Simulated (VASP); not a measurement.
# Hg in VASP: single point with r2SCAN

Aim: the single point of Hg with r2SCAN.

Program: VASP 6.6.1. These are calculated values, not measurements. Logs are shortened: lines on timing, memory, paths and dates and some standing lists are left out, and cuts for length are marked.

## Step 1: The cell of the first run

The cell holds a single atom in a box, 1 atom: a = 14.000 Å, b = 14.400 Å, c = 14.800 Å, α = 90.00°, β = 90.00°, γ = 90.00°.

## Step 2: Single point, r2SCAN, collinear spin, zero start

POSCAR

```
Hg
1.0
   14.0000000000      0.0000000000      0.0000000000
    0.0000000000     14.4000000000      0.0000000000
    0.0000000000      0.0000000000     14.8000000000
Hg
1
Direct
    0.5000000000      0.5000000000      0.5000000000
```

INCAR.step1

```
SYSTEM = Hg
  ALGO = Normal
  EDIFF = 1E-4
  ENCUT = 520
  GGA = PE
  ISMEAR = -1
  ISPIN = 2
  ISYM = 0
  LASPH = .True.
  LCHARG = .False.
  LREAL = .False.
  LWAVE = .True.
  MAGMOM = 0.01
  NBANDS = 16
  NELM = 150
  PREC = Accurate
  SIGMA = 0.01
```

INCAR.step2

```
SYSTEM = Hg
  ALGO = Normal
  EDIFF = 1E-7
  ENCUT = 520
  ISIF = 2
  ISMEAR = -1
  ISPIN = 2
  ISTART = 1
  ISYM = 0
  LASPH = .True.
  LCHARG = .False.
  LMIXTAU = .True.
  LORBIT = 11
  LREAL = .False.
  LWAVE = .False.
  MAGMOM = 0.01
  METAGGA = R2SCAN
  NBANDS = 16
  NELM = 150
  PREC = Accurate
  SIGMA = 0.01
```

KPOINTS

```
k-points
0
Gamma
  1 1 1
  0 0 0
```

Potentials or basis: VASP PAW PBE potentials, release 64 (Hg).

Started as:

```bash
> cat potpaw_PBE.64/Hg/POTCAR > POTCAR
> cp INCAR.step1 INCAR
> mpirun -np 1 vasp_gam > vasp.out
> cp INCAR.step2 INCAR
> mpirun -np 1 vasp_gam > vasp.out
```

OUTCAR:

```text
SYSTEM = Hg
   EDIFF = 1E-7
   ENCUT = 520
   ISIF = 2
   ISMEAR = -1
   ISPIN = 2
   ISTART = 1
   ISYM = 0
   LASPH = .True.
   LORBIT = 11
   LREAL = .False.
   METAGGA = R2SCAN
   NELM = 150
   PREC = Accurate

 ion  position               nearest neighbor table
   1  0.500  0.500  0.500-

IMPORTANT INFORMATION: All symmetrisations will be switched off!
NOSYMM: (Re-)initialisation of all symmetry stuff for point group C_1.

----------------------------------------------------------------------------------------

                                     Primitive cell

  volume of cell :    2983.6800

  direct lattice vectors                    reciprocal lattice vectors
    14.000000000  0.000000000  0.000000000     0.071428571  0.000000000  0.000000000
     0.000000000 14.400000000  0.000000000     0.000000000  0.069444444  0.000000000
     0.000000000  0.000000000 14.800000000     0.000000000  0.000000000  0.067567568

  length of vectors
    14.000000000 14.400000000 14.800000000     0.071428571  0.069444444  0.067567568

  position of ions in fractional coordinates (direct lattice)
     0.500000000  0.500000000  0.500000000

  ion indices of the primitive-cell ions
   primitive index   ion index
                 1           1

----------------------------------------------------------------------------------------

 KPOINTS: k-points

Automatic generation of k-mesh.
 Grid dimensions read from file:
 generate k-points for:    1    1    1

 Generating k-lattice:

  Cartesian coordinates                     Fractional coordinates (reciprocal lattice)
     0.071428571  0.000000000  0.000000000     1.000000000  0.000000000  0.000000000
     0.000000000  0.069444444  0.000000000     0.000000000  1.000000000  0.000000000
     0.000000000  0.000000000  0.067567568     0.000000000  0.000000000  1.000000000

  Length of vectors
     0.071428571  0.069444444  0.067567568

  Shift w.r.t. Gamma in fractional coordinates (k-lattice)
     0.000000000  0.000000000  0.000000000

 Subroutine IBZKPT returns following result:
 ===========================================

 Found      1 irreducible k-points:

 Following reciprocal coordinates:
            Coordinates               Weight
  0.000000  0.000000  0.000000      1.000000
   k-points           NKPTS =      1   k-points in BZ     NKDIM =      1   number of bands    NBANDS=     16
   number of dos      NEDOS =    301   number of ions     NIONS =      1
   total plane-waves  NPLWV = ******
   dimension x,y,z NGX =   108 NGY =  108 NGZ =  112
   dimension x,y,z NGXF=   216 NGYF=  216 NGZF=  224
   ions per type =               1
   NGX,Y,Z   is equivalent  to a cutoff of  12.82, 12.47, 12.58 a.u.
   NGXF,Y,Z  is equivalent  to a cutoff of  25.65, 24.94, 25.16 a.u.
 SYSTEM =  Hg
   PREC   = accura    normal or accurate (medium, high low for compatibility)
   ISTART =      1    job   : 0-new  1-cont  2-samecut
   ICHARG =      0    charge: 1-file 2-atom 10-const
   ISPIN  =      2    spin polarized calculation?
   LNONCOLLINEAR =      F non collinear calculations
   LSORBIT =      F    spin-orbit coupling
   LASPH  =      T    aspherical Exc in radial PAW
   ENCUT  =  520.0 eV  38.22 Ry    6.18 a.u.  26.03 26.77 27.52*2*pi/ulx,y,z
   NELM   =    150;   NELMIN=  2; NELMDL=  0     # of ELM steps
   EDIFF  = 0.1E-06   stopping-criterion for ELM
   LREAL  =      F    real-space projection
   EDIFFG = 0.1E-05   stopping-criterion for IOM
   NSW    =      0    number of steps for IOM
   IBRION =     -1    ionic relax: 0-MD 1-quasi-New 2-CG
   NFREE  =      0    steps in history (QN), initial steepest desc. (CG)
   ISIF   =      2    stress and relaxation
   ISYM   =      0    0-nonsym 1-usesym 2-fastsym
   POTIM  = 0.5000    time-step for ionic-motion
   TEBEG  =    0.0;   TEEND  =   0.0 temperature during run
   PSTRESS=    0.0 pullay stress
   NELECT =      12.0000    total number of electrons
   NUPDOWN=      -1.0000    fix difference up-down
   EMIN   =  10.00;   EMAX   =-10.00  energy-range for DOS
   EFERMI =   0.00;   METHOD = LEGACY
   ISMEAR =    -1;   SIGMA  =   0.01  broadening in eV -4-tet -1-fermi 0-gaus
   EFERMI_NEDOS =   21; number of points for ismear=-14 and -15
   IALGO  =     38    algorithm
   IMIX   =      4    mixing-type and parameters
     AMIX     =   0.40;   BMIX     =  1.00
     AMIX_MAG =   1.60;   BMIX_MAG =  1.00
  volume/ion in A,a.u.               =    2983.68     20134.87
  Fermi-wavevector in a.u.,A,eV,Ry     =   0.260346  0.491983  0.922205  0.067780
  Thomas-Fermi vector in A             =   1.088001
   LORBIT       =     11    0 simple, 1 ext, 2 COOP (PROOUT), +10 PAW based schemes
   METAGGA = R2SCAN    functional components
   LHFCALC =     F    Hartree Fock is set to
   AEXX    =    0.0000 exact exchange contribution
   IVDW    =     0    specifies the selected vdW correction
   LEPSILON=     F    determine dielectric tensor
   LRPA    =     F    only Hartree local field effects (RPA)
 spin polarized calculation
  energy-cutoff  :      520.00
  volume of cell :     2983.68
 maximum number of plane-waves:     40220
 NGX is ok and might be reduce to   108
   NGX = 53   NGY = 53   NGZ = 55

 number of electron      12.0000002 magnetization      -0.0000000

 number of electron      12.0000002 magnetization       0.0000000

 Free energy of the ion-electron system (eV)
  ---------------------------------------------------
  ext. energy  EPLUGINS =         0.00000000
  ---------------------------------------------------
  free energy    TOTEN  =       -48.91094431 eV

  energy without entropy =      -48.91094431  energy(sigma->0) =      -48.91094431

 E-fermi :  -6.7287     XC(G=0):  -0.1565

 val. band max:       -6.9920867366   @ k =   0.0000   0.0000   0.0000
 cond. band min:      -0.5523558586   @ k =   0.0000   0.0000   0.0000
 fundamental gap:      6.4397308780
 Fermi energy:        -6.7287407021

 spin component 1

 k-point     1 :       0.0000    0.0000    0.0000
  band No.  band energies     occupation
      1     -10.1637      1.00000
      2     -10.1637      1.00000
      3     -10.1637      1.00000
      4     -10.1637      1.00000
      5     -10.1637      1.00000
      6      -6.9921      1.00000
      7      -0.5515      0.00000
      8      -0.5505      0.00000
      9      -0.5489      0.00000
     10       0.0906      0.00000
     11       0.7480      0.00000
     12       0.7942      0.00000
     13       0.8477      0.00000
     14       0.8854      0.00000
     15       0.9266      0.00000
     16       0.9398      0.00000
 Fermi energy:        -6.7287407021

 spin component 2

 k-point     1 :       0.0000    0.0000    0.0000
  band No.  band energies     occupation
      1     -10.1637      1.00000
      2     -10.1637      1.00000
      3     -10.1637      1.00000
      4     -10.1637      1.00000
      5     -10.1637      1.00000
      6      -6.9921      1.00000
      7      -0.5524      0.00000
      8      -0.5513      0.00000
      9      -0.5498      0.00000
     10       0.0863      0.00000
     11       0.7452      0.00000
     12       0.7911      0.00000
     13       0.8425      0.00000
     14       0.8802      0.00000
     15       0.9213      0.00000
     16       0.9360      0.00000

------------------------ aborting loop because EDIFF is reached ----------------------------------------

  FORCE on cell =-STRESS in cart. coord.  units (eV):
  Direction    XX          YY          ZZ          XY          YZ          ZX
  --------------------------------------------------------------------------------------
  -------------------------------------------------------------------------------------
  Total       -0.0160597     -0.0164088     -0.0154729     -0.0000003     -0.0000001     -0.0000015
  in kB       -0.0086237     -0.0088112     -0.0083086     -0.0000001     -0.0000001     -0.0000008
  external PRESSURE =      -0.0085812 kB  Pullay stress =       0.0000000 kB

 VOLUME and BASIS-vectors are now :
 -----------------------------------------------------------------------------
  energy-cutoff  :      520.00
  volume of cell :     2983.68
      direct lattice vectors                 reciprocal lattice vectors
    14.000000000  0.000000000  0.000000000     0.071428571  0.000000000  0.000000000
     0.000000000 14.400000000  0.000000000     0.000000000  0.069444444  0.000000000
     0.000000000  0.000000000 14.800000000     0.000000000  0.000000000  0.067567568

 POSITION                                       TOTAL-FORCE (eV/Angst)
 -----------------------------------------------------------------------------------
      7.00000      7.20000      7.40000         0.000000     -0.000002      0.000000
 -----------------------------------------------------------------------------------
    total drift:                                0.000000     -0.000002      0.000000

  FREE ENERGIE OF THE ION-ELECTRON SYSTEM (eV)
  ---------------------------------------------------
  free  energy   TOTEN  =       -48.9109443090 eV

  energy  without entropy=      -48.9109443090  energy(sigma->0) =      -48.91094431

 total charge

# of ion       s       p       d       tot
------------------------------------------
    1        1.079   0.000   9.374  10.453

 magnetization (x)

# of ion       s       p       d       tot
------------------------------------------
    1       -0.000  -0.000   0.000  -0.000
```

Run time: 22 min. Hardware: 1 thread of Intel Xeon Platinum 8259CL at 2.50GHz (Skylake/Cascade Lake), shared host; peak memory 3.5 GiB.

What came out:

```
Free energy                                           : -48.9109 eV
Pressure                                              : 0.0 GPa
Band gap on the k mesh                                : 6.44 eV
Net moment                                            : 0.00 μB per cell
Valence electrons inside the program's atomic spheres : Hg 10.45
```

Levels at points of the mesh, in eV from the valence-band top:
Spin up:
```
           k point  band 4  band 5  band 6  band 7  band 8  band 9
(0.00, 0.00, 0.00)   -3.17   -3.17    0.00    6.44    6.44    6.44
```
Spin down:
```csv
k point,band 3,band 4,band 5,band 6,band 7,band 8,band 9,band 10
"(0.00, 0.00, 0.00)",-3.17,-3.17,-3.17,0.00,6.44,6.44,6.44,7.08
```

Caveat: the PAW data sets were made with another functional, which shifts forces and pressure a little; spin-orbit coupling is left out, which moves the levels of the heavy elements.
